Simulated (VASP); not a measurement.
Se, 3 atoms in the cell. The structure is trigonal, space group P3_121 (No. 152). Conventional cell: a = 3.884 Å, b = 3.884 Å, c = 5.142 Å, α = 90.00°, β = 90.00°, γ = 120.00°. Se (site symmetry 2) has 6 Se at 2.45 to 3.05 Å within 3.2 Å. 

| Quantity | Value |
| --- | --- |
| Program | VASP 6.6.1 |
| Task | single point |
| Functional | PBEsol |
| Dispersion | D3(BJ) |
| Potentials or basis | VASP PAW PBE potentials, release 64 (Se) |
| Cutoff | 520 eV |
| k mesh | 7 × 7 × 6 |
| Occupations | fermi-dirac, width 0.05 eV |
| Spin | no spin polarisation |
| Dipole correction | no |
| Further INCAR settings | ALGO = Normal; EDIFF = 1e-06; NBANDS = 16 |

Potentials or basis: VASP PAW PBE potentials, release 64 (Se).

The run is started by

```console
$ cat potpaw_PBE.64/Se/POTCAR > POTCAR
$ mpirun -np 1 vasp_std > vasp.out
```

Hardware: 1 thread of Intel(R) Xeon(R) Platinum 8559C (Emerald Rapids), with other jobs on the host.

Task: How long does it take, and how much memory?

Result: Run time: 27 s on 1 thread of Intel(R) Xeon(R) Platinum 8559C (Emerald Rapids), with other jobs on the host, peak memory 0.19 GiB. Counts: scf iterations 11, k points 40.
